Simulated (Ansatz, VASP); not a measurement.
**One calculation of Os, two programs**

```xyz
2
Lattice="2.7341 0.0000 0.0000 -1.3671 2.3678 0.0000 0.0000 0.0000 4.3197" Properties=species:S:1:pos:R:3 pbc="T T T"
Os   -0.2871    1.4128    0.6264
Os    1.6541    0.9550    3.6933
```

Change from the starting cell: shortest bond scaled by 0.58, PAW files.

Alike in both runs: task electric field gradients; functional r2SCAN; k mesh 13 × 13 × 7; occupations fermi-dirac, width 0.05 eV; no spin polarisation.

|  | VASP | Ansatz |
| --- | --- | --- |
| version | VASP 6.6.1 | Ansatz 0.2.0 |
| potentials or method | VASP PAW PBE potentials, release 64 (Os) | PAW with Ansatz's default frozen-core files, scalar-relativistic |
| plane-wave cutoff (eV) | 520 | 500 |
| valence electrons in the cell | 16 | 32 |

|  | VASP | Ansatz | Ansatz less VASP |
| --- | --- | --- | --- |
| pressure (GPa) | 279.7 | 431.9 | +152.24 |
| traceless stress, the component that is largest in VASP (GPa) | 193.18 | 376.99 | +183.811 |
| rms of the force components (eV/Å) | 36.372 | 65.668 | +29.2960 |
| size of Vzz on the site where it differs most (V/Å²) | 1037.5 | 841.5 | -196.04 |

VASP's potentials were made for PBE, not for r2SCAN. Atom by atom the forces differ by 29.364 eV/Å (rms over components). The pressures are high and differ by over a tenth, so treat them with care. VASP's potentials hold 16 valence electrons a cell and Ansatz's 32, so a difference there can come from the potentials and not from the codes.

Neither program's run includes spin-orbit coupling. Noted on VASP's run: the cell as given lies far from equilibrium.
